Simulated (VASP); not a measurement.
NaF, 2 atoms in the cell. It takes space group F-43m (No. 216, cubic). The conventional cell has a = 5.113 Å, b = 5.113 Å, c = 5.113 Å, α = 90.00°, β = 90.00°, γ = 90.00°. Within 2.9 Å of Na (site symmetry -43m) lie 4 F at 2.21 Å. Within 2.9 Å of F (site symmetry -43m) lie 4 Na at 2.21 Å.  This cell differs from its parent crystal: volume changed by +3%.

- Program: VASP 6.6.1
- Task: single point
- Functional: r2SCAN
- Potentials or basis: VASP PAW PBE potentials, release 64 (Na_pv, F)
- Cutoff: 520 eV
- k mesh: 8 × 8 × 8
- Occupations: gaussian, width 0.01 eV
- Spin: no spin polarisation
- Dipole correction: no
- Further INCAR settings: ALGO = Normal; EDIFF = 1e-07; NBANDS = 14

Potentials or basis: VASP PAW PBE potentials, release 64 (Na_pv, F).

Launch:

```sh
$ cat potpaw_PBE.64/Na_pv/POTCAR potpaw_PBE.64/F/POTCAR > POTCAR
$ cp INCAR.step1 INCAR
$ mpirun -np 1 vasp_std > vasp.out
$ cp INCAR.step2 INCAR
$ mpirun -np 1 vasp_std > vasp.out
```

Hardware: 1 thread of AMD EPYC 7R13 (shared host).

Problem. How long does it take, and how much memory?

Solution. Run time: 2.8 min on 1 thread of AMD EPYC 7R13, with other jobs on the host, peak memory 0.13 GiB. Counts: k points 29.
